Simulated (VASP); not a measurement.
Be:

```xyz
12
Lattice="2.1158 0.0000 0.0000 -1.0579 1.8323 0.0000 0.0000 0.0000 25.4036" Properties=species:S:1:pos:R:3 pbc="T T T"
Be    1.0579    0.6108   16.0752
Be    1.0579    0.6108    3.3734
Be    1.0579    0.6108    9.3284
Be    1.0579    0.6108   22.0303
Be    0.0000    0.0000    6.3509
Be    0.0000    1.2215   22.0303
Be    0.0000    0.0000   19.0527
Be    1.0579    0.6108    6.3509
Be    0.0000    1.2215    9.3284
Be    0.0000    1.2215   19.0527
Be    0.0000    1.2215    3.3734
Be    0.0000    1.2215   16.0752
```

* Program: VASP 6.6.1
* Task: relaxation of cell and atoms
* Functional: PBE
* Potentials or basis: VASP PAW PBE potentials, release 64 (Be)
* Cutoff: 600 eV
* k mesh: 12 × 12 × 1
* Occupations: gaussian, width 0.1 eV
* Spin: no spin polarisation

At the start: pressure 217.0 GPa; volume 8.21 Å³/atom.

How do energy, volume and symmetry change on relaxing?

Over 35 steps the energy falls by 9513.0 meV/atom and the volume is 9.17 Å³/atom (+11.7 %); space group P6_3/mmc (No. 194, to 0.05 Å).

Step by step:
| step | energy change (eV) | largest force (eV/Å) | pressure (GPa) | volume (Å³) |
| --- | --- | --- | --- | --- |
| 1 | 0.0000 | 0.1737 | 217.03 | 98.48 |
| 2 | -94.2839 | 0.5140 | -4.20 | 319.09 |
| 3 | -93.3587 | 0.5507 | 3.92 | 256.23 |
| 4 | -94.5107 | 0.5330 | -2.52 | 300.02 |
| 5 | -94.5102 | 0.5419 | -1.97 | 294.94 |
| 6 | -95.2685 | 0.6641 | -2.51 | 281.42 |
| 7 | -98.3573 | 1.3260 | -4.24 | 240.39 |
| 8 | -94.1960 | 13.1383 | 12.16 | 156.24 |
| 9 | -99.4274 | 1.4939 | -4.63 | 223.09 |
| 10 | -101.1407 | 2.3544 | -2.15 | 189.88 |
| 11 | -101.1582 | 1.7997 | -2.77 | 194.02 |
| 12 | -101.6923 | 2.4501 | -1.79 | 184.74 |
| 13 | -102.3527 | 5.6073 | 4.11 | 157.97 |
| 14 | -102.5998 | 5.7180 | 4.51 | 155.60 |
| 15 | -103.2523 | 6.1015 | 5.97 | 148.60 |
| 16 | -103.9128 | 7.1698 | 10.57 | 135.08 |
| 17 | -105.1691 | 6.1945 | 9.14 | 133.54 |
| 18 | -107.7667 | 4.1340 | 6.22 | 128.97 |
| 19 | -107.7229 | 8.8068 | 9.34 | 120.13 |
| 20 | -108.7307 | 3.9274 | 5.86 | 124.89 |
| 21 | -109.5982 | 2.3317 | 2.89 | 126.25 |
| 22 | -110.4302 | 1.6018 | -1.98 | 129.16 |
| 23 | -110.4731 | 1.4676 | -2.86 | 129.84 |
| 24 | -110.4778 | 1.4146 | -3.20 | 130.12 |
| 25 | -110.6475 | 1.4104 | -3.32 | 129.12 |
| 26 | -111.1712 | 1.3921 | -3.56 | 126.16 |
| 27 | -112.2382 | 1.2405 | -3.16 | 120.29 |
| 28 | -113.5381 | 2.0235 | 3.06 | 108.78 |
| 29 | -113.7651 | 1.4713 | 3.17 | 107.99 |
| 30 | -113.8279 | 1.0677 | 3.59 | 107.31 |
| 31 | -113.9882 | 0.7783 | 1.91 | 108.53 |
| 32 | -114.1432 | 0.0859 | -1.34 | 111.35 |
| 33 | -114.1436 | 0.0607 | -1.47 | 111.48 |
| 34 | -114.1519 | 0.0476 | -0.84 | 110.77 |
| 35 | -114.1555 | 0.0331 | -0.14 | 110.00 |

Final structure:
```yaml
crystal:
  lattice:
    - [3.43150, 0.00000, 0.00000]
    - [-1.71575, 2.97177, 0.00000]
    - [0.00000, 0.00000, 10.78669]
  atoms:
    - { symbol: Be, position: [0.66667, 0.33333, 0.65434] }
    - { symbol: Be, position: [0.66667, 0.33333, 0.05331] }
    - { symbol: Be, position: [0.66667, 0.33333, 0.44669] }
    - { symbol: Be, position: [0.66667, 0.33333, 0.84566] }
    - { symbol: Be, position: [0.00000, 0.00000, 0.25000] }
    - { symbol: Be, position: [0.33333, 0.66667, 0.94669] }
    - { symbol: Be, position: [0.00000, 0.00000, 0.75000] }
    - { symbol: Be, position: [0.66667, 0.33333, 0.25000] }
    - { symbol: Be, position: [0.33333, 0.66667, 0.34566] }
    - { symbol: Be, position: [0.33333, 0.66667, 0.75000] }
    - { symbol: Be, position: [0.33333, 0.66667, 0.15434] }
    - { symbol: Be, position: [0.33333, 0.66667, 0.55331] }
```
